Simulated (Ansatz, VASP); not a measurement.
# Two plane-wave programs on LiTaO2

```
CELL_PARAMETERS angstrom
3.95216 -3.61117 0.00000
3.95216 3.61117 0.00000
0.00000 0.00000 3.00880
ATOMIC_POSITIONS crystal
Li 0.00000 0.00000 0.00000
Ta 0.50000 0.50000 0.00000
O 0.75616 0.24384 0.00000
O 0.24384 0.75616 0.00000
```

Alike in both runs: functional PBE; k mesh 6 × 6 × 6; occupations gaussian, width 0.1 eV; no spin polarisation.

Ansatz relaxed the structure, and its values are those at the end. VASP's run is a single point on that final structure, the one shown.

|  | VASP | Ansatz |
| --- | --- | --- |
| version | VASP 6.6.1 | Ansatz 0.2.0 |
| potentials or method | VASP PAW PBE potentials, release 64 (Li_sv, Ta_sv_GW, O), cutoff 880 eV | scalar-relativistic, plane waves, PAW |
| valence electrons in the cell | 28 | 28 |

|  | VASP | Ansatz | Ansatz less VASP |
| --- | --- | --- | --- |
| gap on the k mesh at the Fermi level (eV) | none | none | - |
| pressure (GPa) | 0.4 | 0.1 | -0.27 |
| rms of the force components (eV/Å) | 0.023 | 0.000 | -0.0225 |

A gap of «none» marks a metal or a gap that the smearing closes. With one functional, cell and mesh, what is left measures potentials, basis and numerics.

Spin-orbit coupling is off throughout.
